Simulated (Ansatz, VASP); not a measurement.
One calculation of C, two programs

INCAR

```
SYSTEM = C
ALGO     = Normal         ! electronic algorithm
EDIFF    = 1E-6           ! SCF threshold, eV
ENCUT    = 600            ! plane-wave cutoff, eV
GGA      = PS             ! functional
GGA_COMPAT= .False.      
ISIF     = 2              ! what is computed and relaxed
ISMEAR   = 1              ! smearing method
LASPH    = .True.         ! aspherical terms in the spheres
LCHARG   = .False.        ! write CHGCAR
LREAL    = .False.        ! projectors in reciprocal space
LWAVE    = .False.        ! write WAVECAR
NBANDS   = 16             ! bands
NELM     = 120            ! most SCF steps
PREC     = Accurate       ! precision mode
SIGMA    = 0.1            ! smearing width, eV
```

KPOINTS

```
k-points
0
Gamma
  11 11 4
  0 0 0
```

Contents of POSCAR:

```
C
1.0
    2.4700000000      0.0000000000      0.0000000000
   -1.2350000000      2.1390830000      0.0000000000
    0.0000000000      0.0000000000      6.7900000000
C
4
Direct
    0.0000000000      0.0000000000      0.0000000000
    0.0000000000      0.0000000000      0.5000000000
    0.3333333333      0.6666666667      0.0050000000
    0.6666666667      0.3333333333      0.5050000000
```

Input for Ansatz:

```yaml
crystal:
  lattice:
    - [2.47, 0.0, 0.0]
    - [-1.235, 2.139083, 0.0]
    - [0.0, 0.0, 6.79]
  atoms:
    - { symbol: C, position: [0.0, 0.0, 0.0] }
    - { symbol: C, position: [0.0, 0.0, 0.5] }
    - { symbol: C, position: [0.3333333333333333, 0.6666666666666666, 0.005] }
    - { symbol: C, position: [0.6666666666666666, 0.3333333333333333, 0.505] }
kpoints:
  mp_grid:
    grid: [11, 11, 4]
hamiltonian:
  xc: pbesol
  pseudopotentials:
    kind: paw
scf:
  occupations:
    method: cold
    width: 0.1
output:
  forces: true
  stress: true
  eigenvalues: true
```

Alike in both runs: task single point; functional PBEsol; k mesh 11 × 11 × 4; no spin polarisation.

```csv
,VASP,Ansatz
version,VASP 6.6.1,Ansatz 0.2.0
potentials or method,"VASP PAW PBE potentials, release 64 (C)","plane waves, PAW"
plane-wave cutoff (eV),600,420
occupations,"methfessel-paxton of order 1, width 0.1 eV","cold, width 0.1 eV"
valence electrons in the cell,16,16
```

Ansatz gave:

| Property | Result |
| --- | --- |
| gap on the k mesh at the Fermi level (eV) | 1.25 |
| pressure (GPa) | -3.5 |
| traceless stress, the component that is largest in VASP (GPa) | 4.31 |
| rms of the force components (eV/Å) | 0.330 |

Problem. Estimate VASP's values.

Solution. gap on the k mesh at the Fermi level (eV): 1.25; pressure (GPa): -3.2; traceless stress, the component that is largest in VASP (GPa): 3.76; rms of the force components (eV/Å): 0.329.

VASP's potentials were made for PBE, not for PBEsol. Atom by atom the forces differ by 0.001 eV/Å (rms over components).
